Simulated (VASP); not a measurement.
A run of VASP 6.6.1 is set up as follows.

INCAR

```
SYSTEM = SiC
PREC = Accurate
ENCUT = 520
EDIFF = 1E-6
ISMEAR = 0
SIGMA = 0.02
LREAL = .FALSE.
LASPH = .TRUE.
NELM = 80
ALGO = Normal
ISIF = 2
LWAVE = .FALSE.
LCHARG = .FALSE.
GGA = PE
NBANDS = 36
```

KPOINTS

```
Automatic mesh
0
G
  12 12 2
  0 0 0
```

File POSCAR:

```
SiC
1.0
    3.0947360569      0.0000000000      0.0000000000
   -1.5473680285      2.6801200433      0.0000000000
    0.0000000000      0.0000000000     15.1881298508
Si C
6 6
Direct
    0.3333333333      0.6666666667      0.1422863726
    0.6666666667      0.3333333333      0.6422863726
    0.0000000000      0.0000000000      0.4755194282
    0.0000000000      0.0000000000      0.9755194282
    0.6666666667      0.3333333333      0.3087736124
    0.3333333333      0.6666666667      0.8087736124
    0.0000000000      0.0000000000      0.3501570145
    0.0000000000      0.0000000000      0.8501570145
    0.3333333333      0.6666666667      0.0173185555
    0.6666666667      0.3333333333      0.5173185555
    0.6666666667      0.3333333333      0.1838050067
    0.3333333333      0.6666666667      0.6838050067
```

Potentials or basis: VASP PAW PBE potentials, release 64 (Si, C).

Command:

```bash
$ cat potpaw_PBE.64/Si/POTCAR potpaw_PBE.64/C/POTCAR > POTCAR
$ mpirun -np 1 vasp_std > vasp.out
```

Problem. What does it give for the band gap on the k mesh?

Solution. 2.03 eV (least direct gap 3.12 eV).

Problem. Predict the largest force.

Solution. 0.006 eV/Å.

Stress tensor (GPa, compression positive):
```
-0.01  0.00  0.00
 0.00 -0.01  0.00
 0.00  0.00 -0.09
```

A k mesh can miss the band edges. A hybrid or GW would open this gap; PBE tends to underestimate it.
